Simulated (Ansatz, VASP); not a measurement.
**One calculation of Sc, two programs**

```
CELL_PARAMETERS angstrom
3.48550 0.00000 0.00000
-1.74275 3.01853 0.00000
0.00000 0.00000 5.02500
ATOMIC_POSITIONS crystal
Sc 0.33333 0.66667 0.25000
Sc 0.66667 0.33333 0.75000
```

Alike in both runs: task single point; functional PBE; k mesh 15 × 15 × 10; occupations gaussian, width 0.15 eV; no spin polarisation.

|  | VASP | Ansatz |
| --- | --- | --- |
| version | VASP 6.6.1 | Ansatz 0.2.0 |
| potentials or method | VASP PAW PBE potentials, release 64 (Sc_sv), cutoff 520 eV | scalar-relativistic, plane waves, PAW |
| valence electrons in the cell | 22 | 22 |

|  | VASP | Ansatz | Ansatz less VASP |
| --- | --- | --- | --- |
| gap on the k mesh at the Fermi level (eV) | none | none | - |
| pressure (GPa) | -3.3 | -3.3 | -0.02 |
| traceless stress, the component that is largest in VASP (GPa) | 3.47 | 3.46 | -0.003 |

A gap of «none» marks a metal or a gap that the smearing closes. With one functional, cell and mesh, what is left measures potentials, basis and numerics.
